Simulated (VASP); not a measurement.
Write the native input for VASP 6.6.1 that does the following.

- Task: single point
- Functional: HSE06
- Potentials or basis: VASP PAW PBE potentials, release 64 (Ca_sv, Se)
- Cutoff: 520 eV
- k mesh: 4 × 4 × 4
- Occupations: gaussian, width 0.01 eV
- Spin: no spin polarisation
- Dipole correction: no
- Grid for exact exchange (PRECFOCK): Normal
- Further INCAR settings: ALGO = Normal; EDIFF = 1e-06; NBANDS = 15
- Share of exact exchange: 0.25
- Screening parameter: 0.2079 1/Å

Crystal: CaSe.

```
Ca Se
1.0
     0.00000    3.27956    3.27956
     3.27956    0.00000    3.27956
     3.27956    3.27956    0.00000
Ca Se
1 1
Direct
  0.00000 0.00000 0.00000
  0.25000 0.25000 0.25000
```

These files were run (other wordings do the same):

POSCAR

```
CaSe
1.0
    0.0000000000      3.2795613675      3.2795613675
    3.2795613675      0.0000000000      3.2795613675
    3.2795613675      3.2795613675      0.0000000000
Ca Se
1 1
Direct
    0.0000000000      0.0000000000      0.0000000000
    0.2500000000      0.2500000000      0.2500000000
```

INCAR.step1

```
SYSTEM = CaSe
ALGO = Normal
EDIFF = 1E-5
ENCUT = 520
GGA = PE
ISIF = 2
ISMEAR = 0
LASPH = .True.
LREAL = .False.
LWAVE = .True.
NBANDS = 15
NELM = 100
PREC = Accurate
SIGMA = 0.01
```

INCAR.step2

```
SYSTEM = CaSe
ALGO = Normal
EDIFF = 1E-6
ENCUT = 520
GGA = PE
HFSCREEN = 0.2079
ISIF = 2
ISMEAR = 0
ISTART = 1
LASPH = .True.
LCHARG = .True.
LELF = .True.
LHFCALC = .True.
LREAL = .False.
LVHAR = .True.
LWAVE = .False.
NBANDS = 15
NELM = 100
PREC = Accurate
PRECFOCK = Normal
SIGMA = 0.01
```

KPOINTS

```
k-points
0
Gamma
  4 4 4
  0 0 0
```

Potentials or basis: VASP PAW PBE potentials, release 64 (Ca_sv, Se).

Run with:

```sh
$ cat potpaw_PBE.64/Ca_sv/POTCAR potpaw_PBE.64/Se/POTCAR > POTCAR
$ cp INCAR.step1 INCAR
$ mpirun -np 1 vasp_std > vasp.out
$ cp INCAR.step2 INCAR
$ mpirun -np 1 vasp_std > vasp.out
```

It gave:

* Pressure: 0.3 GPa
* Band gap on the k mesh: 4.09 eV (least direct gap 4.17 eV)

Caveat: the PAW data sets were made with another functional, which shifts forces and pressure a little.

Run time: 16 min on 1 thread of Intel Xeon 8259CL (shared host), peak memory 0.31 GiB.
